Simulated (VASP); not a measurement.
Runs of VASP 6.6.1 on TiN (dsol). The structure is that of space group Fm-3m (No. 225), or close to it. The cells are those of the table. 

```csv
task,cell,k mesh,cutoff (eV),smearing,gap on the mesh (eV),pressure (GPa),relaxed volume (Å³/atom)
single point,"a = 2.973 Å, angles 60.0°, 2 atoms",14 × 14 × 14,520,gaussian 0.1 eV,none,0.5,-
single point,"a = 2.974 Å, angles 60.0°, 2 atoms",16 × 16 × 16,520,fermi-dirac 0.15 eV,none,0.5,-
relaxation of cell and atoms,"relaxed from a = 2.973 Å, angles 60.0°, 2 atoms",16 × 16 × 16,600,fermi-dirac 0.15 eV,none,0.0,9.31
relaxation of cell and atoms,"relaxed from a = 2.999 Å, angles 60.0°, 2 atoms",14 × 14 × 14,600,gaussian 0.1 eV,none,0.0,(a)
single point,"a = 2.999 Å, angles 60.0°, 2 atoms",8 × 8 × 8,520,gaussian 0.1 eV,none,-6.9,-
```

Alike in all rows: level PBEsol; potentials or basis VASP PAW PBE potentials, release 64 (Ti_sv, N); no spin polarisation.

Problem. Estimate the missing entries.

Solution. (a) 9.30.

Caveats: the PAW data sets were made with another functional, which shifts forces and pressure a little.

A gap of «none» marks levels without a gap at the run's occupations.
